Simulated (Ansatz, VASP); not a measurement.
## AgBr in VASP and in Ansatz

The input INCAR:

```
SYSTEM = AgBr
PREC     = Accurate       ! precision mode
ENCUT    = 500            ! plane-wave cutoff, eV
EDIFF    = 1E-6           ! SCF threshold, eV
ISMEAR   = -1             ! smearing method
SIGMA    = 0.08           ! smearing width, eV
LREAL    = .False.        ! projectors in reciprocal space
LASPH    = .True.         ! aspherical terms in the spheres
NELM     = 120            ! most SCF steps
ALGO     = Normal         ! electronic algorithm
ISIF     = 2              ! what is computed and relaxed
LWAVE    = .False.        ! write WAVECAR
LCHARG   = .False.        ! write CHGCAR
GGA      = PE             ! functional
NBANDS   = 16             ! bands
GGA_COMPAT= .False.
```

Contents of KPOINTS:

```
regular mesh
0
Gamma
  14 14 14
  0 0 0
```

POSCAR

```
AgBr
1.0
    0.0000000000      2.7555540564      2.7555540564
    2.7555540564      0.0000000000      2.7555540564
    2.7555540564      2.7555540564      0.0000000000
Ag Br
1 1
Direct
    0.0000000000      0.0000000000      0.0000000000
    0.5000000000      0.5000000000      0.5000000000
```

Input for Ansatz:

```yaml
crystal:
  lattice:
    - [0.0, 2.7555540564, 2.7555540564]
    - [2.7555540564, 0.0, 2.7555540564]
    - [2.7555540564, 2.7555540564, 0.0]
  atoms:
    - { symbol: Ag, position: [0.0, 0.0, 0.0] }
    - { symbol: Br, position: [0.5, 0.5, 0.5] }
kpoints:
  mp_grid: { grid: [14, 14, 14] }
scf:
  occupations: { method: fermi_dirac, width: 0.08 }
hamiltonian:
  xc: pbe
  pseudopotentials: { kind: paw }
output:
  forces: true
  stress: true
  eigenvalues: true
  populations: true
```

Change from the starting cell: volume scaled by 0.84, PAW files.

Alike in both runs: task single point; functional PBE; k mesh 14 × 14 × 14; occupations fermi-dirac, width 0.08 eV; no spin polarisation.

|  | VASP | Ansatz |
| --- | --- | --- |
| version | VASP 6.6.1 | Ansatz 0.2.0 |
| potentials or method | VASP PAW PBE potentials, release 64 (Ag, Br) | PAW with Ansatz's default frozen-core files, scalar-relativistic |
| plane-wave cutoff (eV) | 500 | 420 |
| valence electrons in the cell | 18 | 26 |

Ansatz gave:

```
pressure (GPa) : 10.8
```

Q: Which values does VASP return?

A: Pressure (GPa): 10.7.

VASP's potentials hold 18 valence electrons a cell and Ansatz's 26, so a difference there can come from the potentials and not from the codes.
